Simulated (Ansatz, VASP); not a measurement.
**Two plane-wave programs on Ge**

Contents of INCAR:

```
ALGO = Normal
EDIFF = 1E-6
ENCUT = 520
GGA = PS
ISIF = 2
ISMEAR = 0
LASPH = T
LCHARG = F
LREAL = F
LWAVE = F
NBANDS = 66
NELM = 60
PREC = Accurate
SIGMA = 0.15
```

The input KPOINTS:

```
k-points
0
Gamma
  13 13 4
```

POSCAR

```
Ge
1.0
   -3.9969678633      0.0000000000      0.0000000000
   -1.9984839316     -3.4614757078      0.0000000000
    0.0000000000      0.0000000000     13.1927302734
Ge
8
Direct
    0.6666666667      0.6666666667      0.0314559283
    0.6666666667      0.6666666667      0.5314559283
    0.3333333333      0.3333333333      0.2814559283
    0.3333333333      0.3333333333      0.7814559283
    0.6666666667      0.6666666667      0.2185440717
    0.6666666667      0.6666666667      0.7185440717
    0.3333333333      0.3333333333      0.4685440717
    0.3333333333      0.3333333333      0.9685440717
```

Input for Ansatz:

```yaml
crystal:
  lattice:
    - [-3.9969678633, 0.0, 0.0]
    - [-1.9984839316, -3.4614757078, 0.0]
    - [0.0, 0.0, 13.1927302734]
  atoms:
    - { symbol: Ge, position: [0.6666666667, 0.6666666667, 0.0314559283] }
    - { symbol: Ge, position: [0.6666666667, 0.6666666667, 0.5314559283] }
    - { symbol: Ge, position: [0.3333333333, 0.3333333333, 0.2814559283] }
    - { symbol: Ge, position: [0.3333333333, 0.3333333333, 0.7814559283] }
    - { symbol: Ge, position: [0.6666666667, 0.6666666667, 0.2185440717] }
    - { symbol: Ge, position: [0.6666666667, 0.6666666667, 0.7185440717] }
    - { symbol: Ge, position: [0.3333333333, 0.3333333333, 0.4685440717] }
    - { symbol: Ge, position: [0.3333333333, 0.3333333333, 0.9685440717] }
basis:
  ecutwfc: 420
kpoints:
  mp_grid: { grid: [13, 13, 4] }
hamiltonian:
  xc: pbesol
scf:
  occupations: { method: gaussian, width: 0.15 }
output:
  forces: true
  stress: true
  eigenvalues: true
  write_density: true
  write_potential: true
  elf: true
  volumetric_format: npy
```

Alike in both runs: task single point; functional PBEsol; k mesh 13 × 13 × 4; occupations gaussian, width 0.15 eV; no spin polarisation.

```csv
,VASP,Ansatz
version,VASP 6.6.1,Ansatz 0.2.0
potentials or method,"VASP PAW PBE potentials, release 64 (Ge_d), cutoff 520 eV","scalar-relativistic, plane waves, PAW"
valence electrons in the cell,112,112
```

VASP gave:

| Property | Result |
| --- | --- |
| gap on the k mesh at the Fermi level (eV) | none |
| pressure (GPa) | -0.1 |

Q: Which values does Ansatz return?

A: gap on the k mesh at the Fermi level (eV): none; pressure (GPa): 0.0.

VASP's potentials were made for PBE, not for PBEsol. A gap of «none» marks a metal or a gap that the smearing closes. The functional is the same, so the differences come from potentials, cutoffs and numerics.
